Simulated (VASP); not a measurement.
Set up this calculation in VASP 6.6.1, as the native input.

| Item | Value |
| --- | --- |
| Task | single point |
| Functional | r2SCAN |
| Potentials or basis | VASP PAW PBE potentials, release 64 (Al, Ru_pv) |
| Cutoff | 520 eV |
| k mesh | 18 × 18 × 18 |
| Occupations | gaussian, width 0.1 eV |
| Spin | no spin polarisation |
| Dipole correction | no |
| Further INCAR settings | ALGO = Normal; EDIFF = 1e-06; NBANDS = 16 |

Crystal: AlRu.

```
Al Ru
1.0
     3.07197    0.00000    0.00000
     0.00000    3.07197    0.00000
     0.00000    0.00000    2.92881
Al Ru
1 1
Cartesian
  0.0000 0.0000 0.0000
  1.5360 1.5360 1.4644
```

This cell differs from its parent crystal: biaxial strain in the a-b plane: +3.0 %.

One way to write it, as run:

POSCAR

```
AlRu
1.0
    3.0719703032      0.0000000000      0.0000000000
    0.0000000000      3.0719703032      0.0000000000
    0.0000000000      0.0000000000      2.9288105221
Al Ru
1 1
Direct
    0.0000000000      0.0000000000      0.0000000000
    0.5000000000      0.5000000000      0.5000000000
```

INCAR.step1

```
SYSTEM = AlRu
ALGO = Normal ; EDIFF = 1E-4
ENCUT = 520 ; GGA = PE
ISMEAR = 0 ; LASPH = .TRUE.
LCHARG = .FALSE. ; LREAL = .FALSE.
LWAVE = .TRUE. ; NBANDS = 16
NELM = 80 ; PREC = Accurate
SIGMA = 0.1
```

INCAR.step2

```
SYSTEM = AlRu
ALGO = Normal ; EDIFF = 1E-6
ENCUT = 520 ; ISIF = 2
ISMEAR = 0 ; ISTART = 1
LASPH = .TRUE. ; LCHARG = .TRUE.
LELF = .TRUE. ; LMIXTAU = .TRUE.
LREAL = .FALSE. ; LVHAR = .TRUE.
LWAVE = .FALSE. ; METAGGA = R2SCAN
NBANDS = 16 ; NELM = 80
PREC = Accurate ; SIGMA = 0.1
```

KPOINTS

```
k-points
0
G
  18 18 18
  0 0 0
```

Potentials or basis: VASP PAW PBE potentials, release 64 (Al, Ru_pv).

Command:

```console
$ cat potpaw_PBE.64/Al/POTCAR potpaw_PBE.64/Ru_pv/POTCAR > POTCAR
$ cp INCAR.step1 INCAR
$ mpirun -np 1 vasp_std > vasp.out
$ cp INCAR.step2 INCAR
$ mpirun -np 1 vasp_std > vasp.out
```

It gave:

```
Pressure               : -8.0 GPa
Band gap on the k mesh : zero (an odd number of electrons rules out a gap without spin polarisation)
```

Caveat: the cell differs from its parent crystal (biaxial strain in the a-b plane: +3.0 %); the stress differs along the axes, from -11 to -2 GPa; the PAW data sets were made with another functional, which shifts forces and pressure a little.

Wall time 5.7 min on 1 thread of Intel(R) Xeon(R) Platinum 8259CL CPU @ 2.50GHz (Skylake/Cascade Lake), on a shared host, peak memory 0.34 GiB.
